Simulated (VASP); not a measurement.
# SiRu4 in VASP: notebook, part 2 of 2

VASP 6.6.1. The steps go on from the part before.

## 3. Single point, PBE

File INCAR:

```
SYSTEM = SiRu4
  PREC = Accurate
  ENCUT = 520
  EDIFF = 1E-7
  ISMEAR = 0
  SIGMA = 0.1
  LREAL = .False.
  LASPH = .True.
  NELM = 60
  ALGO = Normal
  ISIF = 2
  LWAVE = .False.
  LCHARG = .True.
  LDIPOL = .True.
  IDIPOL = 3
  DIPOL = 0.5 0.5 0.379
  GGA = PE
  LELF = .True.
  LVHAR = .True.
  LVACPOTAV = .True.
  NBANDS = 38
```

File KPOINTS:

```
regular mesh
0
Gamma
  12 12 1
  0 0 0
```

File POSCAR:

```
SiRu4
1.0
    2.7197977464      0.0000000000      0.0000000000
   -1.3598988732      2.3554139415      0.0000000000
    0.0000000000      0.0000000000     21.8663388848
Ru Si
4 1
Direct
    0.6666666666      0.3333333333      0.1829295714
    0.3333333334      0.6666666667      0.2811778375
    0.6666666666      0.3333333333      0.3790816284
    0.3333333334      0.6666666667      0.4740774823
    0.5000000000      1.0000000000      0.5773866082
```

Potentials or basis: VASP PAW PBE potentials, release 64 (Ru_pv, Si).

Command:

```console
$ cat potpaw_PBE.64/Ru_pv/POTCAR potpaw_PBE.64/Si/POTCAR > POTCAR
$ mpirun -np 1 vasp_std > vasp.out
```

OUTCAR:

```text
SYSTEM = SiRu4
   PREC = Accurate
   ENCUT = 520
   EDIFF = 1E-7
   ISMEAR = 0
   LREAL = .False.
   LASPH = .True.
   NELM = 60
   ISIF = 2
   GGA = PE

 ion  position               nearest neighbor table
   1  0.667  0.333  0.183-   2 2.66   2 2.66   2 2.66
   2  0.333  0.667  0.281-   3 2.65   3 2.65   3 2.65   1 2.66   1 2.66   1 2.66
   3  0.667  0.333  0.379-   4 2.60   4 2.60   4 2.60   2 2.65   2 2.65   2 2.65
   4  0.333  0.667  0.474-   5 2.39   3 2.60   3 2.60   3 2.60   5 3.07   5 3.07
   5  0.500  0.000  0.577-   4 2.39   4 3.07   4 3.07

  LATTYP: Found a hexagonal cell.
 ALAT       =     2.7197977464
 C/A-ratio  =     8.0396929933

  Lattice vectors:

 A1 = (   2.7197977464,   0.0000000000,   0.0000000000)
 A2 = (  -1.3598988732,   2.3554139415,   0.0000000000)
 A3 = (   0.0000000000,   0.0000000000,  21.8663388848)

Analysis of symmetry for initial positions (statically):
=====================================================================
 Subroutine PRICEL returns:
 Original cell was already a primitive cell.

 Routine SETGRP: Setting up the symmetry group for a
 hexagonal supercell.

 Subroutine GETGRP returns: Found  2 space group operations
 (whereof  2 operations were pure point group operations)
 out of a pool of 24 trial point group operations.

The static configuration has the point symmetry C_1h.

Analysis of symmetry for dynamics (positions and initial velocities):
=====================================================================
 Subroutine PRICEL returns:
 Original cell was already a primitive cell.

 Routine SETGRP: Setting up the symmetry group for a
 hexagonal supercell.

 Subroutine GETGRP returns: Found  2 space group operations
 (whereof  2 operations were pure point group operations)
 out of a pool of 24 trial point group operations.

The dynamic configuration has the point symmetry C_1h.

 Subroutine INISYM returns: Found  2 space group operations
[... 127 lines left out ...]
   LORBIT       =      0    0 simple, 1 ext, 2 COOP (PROOUT), +10 PAW based schemes
   GGA     = PE    functional components
   LHFCALC =     F    Hartree Fock is set to
   AEXX    =    0.0000 exact exchange contribution
   IVDW    =     0    specifies the selected vdW correction
   LEPSILON=     F    determine dielectric tensor
   LRPA    =     F    only Hartree local field effects (RPA)
 non-spin polarized calculation
 Gauss-broadening in eV      SIGMA  =   0.10
  energy-cutoff  :      520.00
  volume of cell :      140.08
 maximum number of plane-waves:      3813
   NGX = 11   NGY = 11   NGZ = 81

 dipolmoment           0.000000      0.000000      0.041693 electrons x Angstroem

 number of electron      60.0000020 magnetization

 dipolmoment           0.000000      0.000000     -0.015596 electrons x Angstroem

 Free energy of the ion-electron system (eV)
  ---------------------------------------------------
  ext. energy  EPLUGINS =         0.00000000
  ---------------------------------------------------
  free energy    TOTEN  =       -40.58339041 eV

  energy without entropy =      -40.56025294  energy(sigma->0) =      -40.57182167

 E-fermi :   3.5758     XC(G=0):  -7.5240

 val. band max:        3.5716538413   @ k =   0.0833   0.0000   0.0000
 cond. band min:       3.5811939986   @ k =   0.0833   0.0833   0.0000
 fundamental gap:      0.0095401573
 Fermi energy:         3.5758124095

 k-point     1 :       0.0000    0.0000    0.0000
  band No.  band energies     occupation
      1     -40.0029      2.00000
      2     -39.6006      2.00000
      3     -39.2277      2.00000
      4     -39.2197      2.00000
      5     -39.1426      2.00000
      6     -39.1320      2.00000
[... 973 lines left out ...]
     37       6.1784      0.00000
     38       7.9134      0.00000

 [... further k-points ...]

------------------------ aborting loop because EDIFF is reached ----------------------------------------

  FORCE on cell =-STRESS in cart. coord.  units (eV):
  Direction    XX          YY          ZZ          XY          YZ          ZX
  --------------------------------------------------------------------------------------
  -------------------------------------------------------------------------------------
  Total       -2.0803802     -2.0663969     -0.4794070      0.0000000      1.4484339      0.0000000
  in kB      -23.7943244    -23.6343900     -5.4832124      0.0000000     16.5664455      0.0000000
  external PRESSURE =     -17.6373089 kB  Pullay stress =       0.0000000 kB

 VOLUME and BASIS-vectors are now :
 -----------------------------------------------------------------------------
  energy-cutoff  :      520.00
  volume of cell :      140.08
      direct lattice vectors                 reciprocal lattice vectors
     2.719797746  0.000000000  0.000000000     0.367674398  0.212276913  0.000000000
    -1.359898873  2.355413942  0.000000000     0.000000000  0.424553826  0.000000000
     0.000000000  0.000000000 21.866338885     0.000000000  0.000000000  0.045732393

 POSITION                                       TOTAL-FORCE (eV/Angst)
 -----------------------------------------------------------------------------------
      1.35990      0.78514      4.00000        -0.000000     -0.021642      0.606677
      0.00000      1.57028      6.14833        -0.000000      0.035920     -0.491273
      1.35990      0.78514      8.28913         0.000000     -0.124040     -0.644901
      0.00000      1.57028     10.36634        -0.000000     -0.423653      0.519710
      1.35990      0.00000     12.62533        -0.000000      0.533415      0.009786
 -----------------------------------------------------------------------------------
    total drift:                               -0.000000      0.000113      0.000995

  FREE ENERGIE OF THE ION-ELECTRON SYSTEM (eV)
  ---------------------------------------------------
  free  energy   TOTEN  =       -40.5833904075 eV

  energy  without entropy=      -40.5602529413  energy(sigma->0) =      -40.57182167

 vacuum level on the upper side and lower side of the slab         8.200         8.641
```

stdout:

```text
POSCAR found type information on POSCAR RuSi
 POSCAR found :  2 types and       5 ions
 scaLAPACK will be used
 LDA part: xc-table for (Slater+PW92), standard interpolation
 POSCAR, INCAR and KPOINTS ok, starting setup
 FFT: planning ... GRIDC
 FFT: planning ... GRID_SOFT
 FFT: planning ... GRID
 WAVECAR not read
 entering main loop
 -----------------------------------------------------------------------------
|                                                                             |
|           W    W    AA    RRRRR   N    N  II  N    N   GGGG   !!!           |
|           W    W   A  A   R    R  NN   N  II  NN   N  G    G  !!!           |
|           W    W  A    A  R    R  N N  N  II  N N  N  G       !!!           |
|           W WW W  AAAAAA  RRRRR   N  N N  II  N  N N  G  GGG   !            |
|           WW  WW  A    A  R   R   N   NN  II  N   NN  G    G                |
|           W    W  A    A  R    R  N    N  II  N    N   GGGG   !!!           |
|                                                                             |
|     Did not find any points to average over, which means that no vacuum     |
|     field-free region was found. Please increase the size of  your cell     |
|     in the dimension of the dipole correction to obtain accurate            |
|     workfunction values.                                                    |
|                                                                             |
 -----------------------------------------------------------------------------
```

It took 9.2 min on 1 thread of Intel Xeon 8259CL, shared host; peak memory 0.35 GiB.

What came out:

| Item | Value |
| --- | --- |
| Free energy | -40.5834 eV |
| Largest force | 0.671 eV/Å |
| Band gap on the k mesh | zero (bands 30 and 31 overlap by 2.22 eV) |

Forces on the atoms (eV/Å):
```
Ru   0.000 -0.022  0.607
Ru   0.000  0.036 -0.491
Ru   0.000 -0.124 -0.645
Ru   0.000 -0.424  0.520
Si   0.000  0.533  0.010
```

## 4. Single point, PBE

File INCAR:

```
  PREC = Accurate
  ENCUT = 520
  EDIFF = 1E-7
  ISMEAR = 0
  SIGMA = 0.1
  LREAL = F
  LASPH = T
  NELM = 80
  ALGO = Normal
  ISIF = 2
  LWAVE = F
  LCHARG = T
  LDIPOL = T
  IDIPOL = 3
  DIPOL = 0.5 0.5 0.379
  GGA = PE
  LELF = T
  LVHAR = T
  LVACPOTAV = T
  NBANDS = 38
```

File KPOINTS:

```
regular mesh
0
Gamma
  12 12 1
```

File POSCAR:

```
SiRu4
1.0
    2.7197977464      0.0000000000      0.0000000000
   -1.3598988732      2.3554139415      0.0000000000
    0.0000000000      0.0000000000     21.8663388848
Ru Si
4 1
Direct
    0.6666666667      0.3333333333      0.1829295714
    0.3333333333      0.6666666666      0.2811778375
    0.6666666667      0.3333333333      0.3790816284
    0.3333333333      0.6666666666      0.4740774823
    0.6666666667      0.8333333333      0.5773866082
```

Potentials or basis: VASP PAW PBE potentials, release 64 (Ru_pv, Si).

Command:

```console
$ cat potpaw_PBE.64/Ru_pv/POTCAR potpaw_PBE.64/Si/POTCAR > POTCAR
$ mpirun -np 1 vasp_std > vasp.out
```

OUTCAR:

```text
PREC = Accurate
   ENCUT = 520
   EDIFF = 1E-7
   ISMEAR = 0
   LREAL = F
   LASPH = T
   NELM = 80
   ISIF = 2
   GGA = PE

 ion  position               nearest neighbor table
   1  0.667  0.333  0.183-   2 2.66   2 2.66   2 2.66
   2  0.333  0.667  0.281-   3 2.65   3 2.65   3 2.65   1 2.66   1 2.66   1 2.66
   3  0.667  0.333  0.379-   4 2.60   4 2.60   4 2.60   2 2.65   2 2.65   2 2.65
   4  0.333  0.667  0.474-   5 2.39   3 2.60   3 2.60   3 2.60   5 3.07   5 3.07
   5  0.667  0.833  0.577-   4 2.39   4 3.07   4 3.07

  LATTYP: Found a hexagonal cell.
 ALAT       =     2.7197977464
 C/A-ratio  =     8.0396929933

  Lattice vectors:

 A1 = (   2.7197977464,   0.0000000000,   0.0000000000)
 A2 = (  -1.3598988732,   2.3554139415,   0.0000000000)
 A3 = (   0.0000000000,   0.0000000000,  21.8663388848)

Analysis of symmetry for initial positions (statically):
=====================================================================
 Subroutine PRICEL returns:
 Original cell was already a primitive cell.

 Routine SETGRP: Setting up the symmetry group for a
 hexagonal supercell.

 Subroutine GETGRP returns: Found  2 space group operations
 (whereof  2 operations were pure point group operations)
 out of a pool of 24 trial point group operations.

The static configuration has the point symmetry C_1h.

Analysis of symmetry for dynamics (positions and initial velocities):
=====================================================================
 Subroutine PRICEL returns:
 Original cell was already a primitive cell.

 Routine SETGRP: Setting up the symmetry group for a
 hexagonal supercell.

[... 128 lines left out ...]
   IMIX   =      4    mixing-type and parameters
     AMIX     =   0.40;   BMIX     =  1.00
     AMIX_MAG =   1.60;   BMIX_MAG =  1.00
  volume/ion in A,a.u.               =      28.02       189.06
  Fermi-wavevector in a.u.,A,eV,Ry     =   1.234048  2.332012 20.719954  1.522874
  Thomas-Fermi vector in A             =   2.368753
   LORBIT       =      0    0 simple, 1 ext, 2 COOP (PROOUT), +10 PAW based schemes
   GGA     = PE    functional components
   LHFCALC =     F    Hartree Fock is set to
   AEXX    =    0.0000 exact exchange contribution
   IVDW    =     0    specifies the selected vdW correction
   LEPSILON=     F    determine dielectric tensor
   LRPA    =     F    only Hartree local field effects (RPA)
 non-spin polarized calculation
 Gauss-broadening in eV      SIGMA  =   0.10
  energy-cutoff  :      520.00
  volume of cell :      140.08
 maximum number of plane-waves:      3813
   NGX = 11   NGY = 11   NGZ = 81

 dipolmoment           0.000000      0.000000      0.045099 electrons x Angstroem

 number of electron      60.0000019 magnetization

 dipolmoment           0.000000      0.000000     -0.017073 electrons x Angstroem

 Free energy of the ion-electron system (eV)
  ---------------------------------------------------
  ext. energy  EPLUGINS =         0.00000000
  ---------------------------------------------------
  free energy    TOTEN  =       -40.57303712 eV

  energy without entropy =      -40.54886510  energy(sigma->0) =      -40.56095111

 E-fermi :   3.5941     XC(G=0):  -7.5243

 val. band max:        3.5908671571   @ k =   0.0000   0.0833   0.0000
 cond. band min:       3.5970433312   @ k =  -0.0833   0.1667   0.0000
 fundamental gap:      0.0061761740
 Fermi energy:         3.5941211097

 k-point     1 :       0.0000    0.0000    0.0000
  band No.  band energies     occupation
      1     -39.9898      2.00000
      2     -39.5882      2.00000
      3     -39.2172      2.00000
      4     -39.2068      2.00000
      5     -39.1315      2.00000
      6     -39.1193      2.00000
[... 973 lines left out ...]
     37       6.1702      0.00000
     38       7.9380      0.00000

 [... further k-points ...]

------------------------ aborting loop because EDIFF is reached ----------------------------------------

  FORCE on cell =-STRESS in cart. coord.  units (eV):
  Direction    XX          YY          ZZ          XY          YZ          ZX
  --------------------------------------------------------------------------------------
  -------------------------------------------------------------------------------------
  Total       -1.8805831     -2.3478233     -0.4481621      0.4046419      0.7583778      1.3135487
  in kB      -21.5091470    -26.8532011     -5.1258486      4.6280866      8.6739371     15.0236980
  external PRESSURE =     -17.8293989 kB  Pullay stress =       0.0000000 kB

 VOLUME and BASIS-vectors are now :
 -----------------------------------------------------------------------------
  energy-cutoff  :      520.00
  volume of cell :      140.08
      direct lattice vectors                 reciprocal lattice vectors
     2.719797746  0.000000000  0.000000000     0.367674398  0.212276913  0.000000000
    -1.359898873  2.355413942  0.000000000     0.000000000  0.424553826  0.000000000
     0.000000000  0.000000000 21.866338885     0.000000000  0.000000000  0.045732393

 POSITION                                       TOTAL-FORCE (eV/Angst)
 -----------------------------------------------------------------------------------
      1.35990      0.78514      4.00000        -0.002329     -0.001345      0.618665
     -0.00000      1.57028      6.14833        -0.004575     -0.002641     -0.523623
      1.35990      0.78514      8.28913        -0.132067     -0.076249     -0.621958
     -0.00000      1.57028     10.36634        -0.306094     -0.176723      0.508876
      0.67995      1.96284     12.62533         0.445065      0.256958      0.018041
 -----------------------------------------------------------------------------------
    total drift:                                0.000064      0.000038      0.000905

  FREE ENERGIE OF THE ION-ELECTRON SYSTEM (eV)
  ---------------------------------------------------
  free  energy   TOTEN  =       -40.5730371183 eV

  energy  without entropy=      -40.5488650983  energy(sigma->0) =      -40.56095111

 vacuum level on the upper side and lower side of the slab         8.170         8.653
```

It took 8.5 min on 1 thread of Intel Xeon 8259CL, shared host; peak memory 0.35 GiB.

Results:

- Free energy: -40.5730 eV
- Largest force: 0.640 eV/Å
- Band gap on the k mesh: zero (bands 30 and 31 overlap by 2.24 eV)

Forces in eV/Å, atoms in the order of the input:
```
Ru  -0.002 -0.001  0.619
Ru  -0.005 -0.003 -0.524
Ru  -0.132 -0.076 -0.622
Ru  -0.306 -0.177  0.509
Si   0.445  0.257  0.018
```

## 5. The runs side by side

```tsv
cell	gap on the mesh (eV)	largest force (eV/Å)
as given, atomic positions A	none	0.88
as given, atomic positions B	none	0.67
as given, atomic positions C	none	0.64
```

Alike in all rows: task single point; level PBE; potentials or basis VASP PAW PBE potentials, release 64 (Ru_pv, Si); no spin polarisation; k mesh 12 × 12 × 1; cutoff (eV) 520; smearing gaussian 0.1 eV.

Absolute energies hang on the potentials; compare differences alone.
